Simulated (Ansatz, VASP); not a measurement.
## One calculation of PbS, two programs

```xyz
8
Lattice="8.5053 0.0000 0.0000 0.0000 4.2525 0.0000 0.0000 0.0000 6.0113" Properties=species:S:1:pos:R:3 pbc="T T T"
Pb    1.0623    3.1894    4.5086
Pb    5.3150    3.1894    4.5084
Pb    7.4429    1.0631    1.5028
Pb    3.1903    1.0631    1.5029
S     7.4431    1.0631    4.5087
S     3.1905    1.0631    4.5083
S     1.0622    3.1894    1.5026
S     5.3148    3.1894    1.5031
```

Alike in both runs: functional PBE; k mesh 2 × 4 × 4; no spin polarisation.

Ansatz relaxed the structure, and its values are those at the end. VASP's run is a single point on that final structure, the one shown.

|  | VASP | Ansatz |
| --- | --- | --- |
| version | VASP 6.6.1 | Ansatz 0.2.0 |
| potentials or method | VASP PAW PBE potentials, release 64 (Pb_d, S), cutoff 520 eV | plane waves, PAW |
| occupations | gaussian, width 0.01 eV | fixed |
| valence electrons in the cell | 80 | 80 |

|  | VASP | Ansatz | Ansatz less VASP |
| --- | --- | --- | --- |
| pressure (GPa) | -0.1 | 0.0 | +0.08 |

Spin-orbit coupling is off throughout.
